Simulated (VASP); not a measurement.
The system is Zn.

```xyz
2
Lattice="2.6700 0.0000 0.0000 -1.3350 2.3123 0.0000 0.0000 0.0000 4.9660" Properties=species:S:1:pos:R:3 pbc="T T T"
Zn    0.0000    1.5415    1.2415
Zn    1.3350    0.7708    3.7245
```

```yaml
Program: VASP 6.6.1
Task: relaxation of cell and atoms
Functional: LDA
Potentials_or_basis: VASP PAW LDA potentials, release 64 (Zn)
Cutoff: 600 eV
k_mesh: 17 × 17 × 8
Occupations: fermi-dirac, width 0.05 eV
Spin: no spin polarisation
```

At the start: pressure -8.8 GPa; volume 15.33 Å³/atom.

**Question.** How do energy, volume and symmetry change on relaxing?

**Answer.** Over 13 steps the energy falls by 53.8 meV/atom and the volume is 13.50 Å³/atom (-11.9 %); space group P6_3/mmc (No. 194, to 0.1 Å) before and after.

Step by step:
```csv
step,energy change (eV),largest force (eV/Å),pressure (GPa),volume (Å³)
1,0.0000,0.0000,-8.81,30.66
2,-0.0981,0.0000,1.16,27.07
3,-0.1004,0.0000,0.19,27.42
4,-0.1005,0.0000,-0.11,27.50
5,-0.1010,0.0000,-0.19,27.47
6,-0.1027,0.0000,-0.14,27.35
7,-0.1064,0.0000,-0.05,27.11
8,-0.0998,0.0000,1.24,26.59
9,-0.1074,0.0000,0.14,26.98
10,-0.1074,0.0000,0.32,26.91
11,-0.1075,0.0000,0.33,26.95
12,-0.1062,0.0000,-1.23,27.27
13,-0.1075,0.0000,0.01,27.01
```

Final structure:
```yaml
crystal:
  lattice:
    - [2.60383, 0.00000, 0.00000]
    - [-1.30192, 2.25498, 0.00000]
    - [0.00000, 0.00000, 4.59986]
  atoms:
    - { symbol: Zn, position: [0.33333, 0.66667, 0.25000] }
    - { symbol: Zn, position: [0.66667, 0.33333, 0.75000] }
```
